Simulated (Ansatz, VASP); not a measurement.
## SiC in VASP and in Ansatz

Contents of INCAR:

```
SYSTEM = SiC
ALGO = Normal ; EDIFF = 1E-6
ENCUT = 520 ; GGA = PS
ISIF = 2 ; ISMEAR = 0
LASPH = .True. ; LCHARG = .False.
LREAL = .False. ; LWAVE = .False.
NBANDS = 11 ; NELM = 60
PREC = Accurate ; SIGMA = 0.05
```

File KPOINTS:

```
k-points
0
Gamma
  10 10 10
  0 0 0
```

The input POSCAR:

```
SiC
1.0
    0.0000000000      2.1603089512      2.1603089512
    2.1603089512      0.0000000000      2.1603089512
    2.1603089512      2.1603089512      0.0000000000
Si C
1 1
Direct
    0.0011779326     -0.0011779326      0.0011779326
    0.7472456717      0.7527543283      0.7472456717
```

Input for Ansatz:

```yaml
crystal:
  lattice:
    - [0.0, 2.1603089512, 2.1603089512]
    - [2.1603089512, 0.0, 2.1603089512]
    - [2.1603089512, 2.1603089512, 0.0]
  atoms:
    - { symbol: Si, position: [0.0011779326, -0.0011779326, 0.0011779326] }
    - { symbol: C, position: [0.7472456717, 0.7527543283, 0.7472456717] }
basis:
  ecutwfc: 520.0
kpoints:
  mp_grid: { grid: [10, 10, 10] }
hamiltonian:
  xc: pbesol
scf:
  occupations: { method: gaussian, width: 0.05 }
output:
  forces: true
  stress: true
  eigenvalues: true
```

Change from the starting cell: mode 6 frozen in at -0.012 Å, equal normal strain along x, y and z -0.0083.

Alike in both runs: task single point; functional PBEsol; k mesh 10 × 10 × 10; occupations gaussian, width 0.05 eV; no spin polarisation.

|  | VASP | Ansatz |
| --- | --- | --- |
| version | VASP 6.6.1 | Ansatz 0.2.0 |
| potentials or method | VASP PAW PBE potentials, release 64 (Si, C), cutoff 520 eV | scalar-relativistic, plane waves, PAW |
| valence electrons in the cell | 8 | 8 |

|  | VASP | Ansatz | Ansatz less VASP |
| --- | --- | --- | --- |
| gap on the k mesh at the Fermi level (eV) | 1.13 | 1.14 | +0.010 |
| least direct gap on the mesh (eV) | 4.43 | 4.44 | +0.010 |
| pressure (GPa) | 6.2 | 5.9 | -0.37 |
| traceless stress, the component that is largest in VASP (GPa) | -1.35 | -1.33 | +0.016 |
| rms of the force components (eV/Å) | 0.199 | 0.199 | -0.0006 |

VASP's potentials were made for PBE, not for PBEsol. Atom by atom the forces differ by 0.001 eV/Å (rms over components).
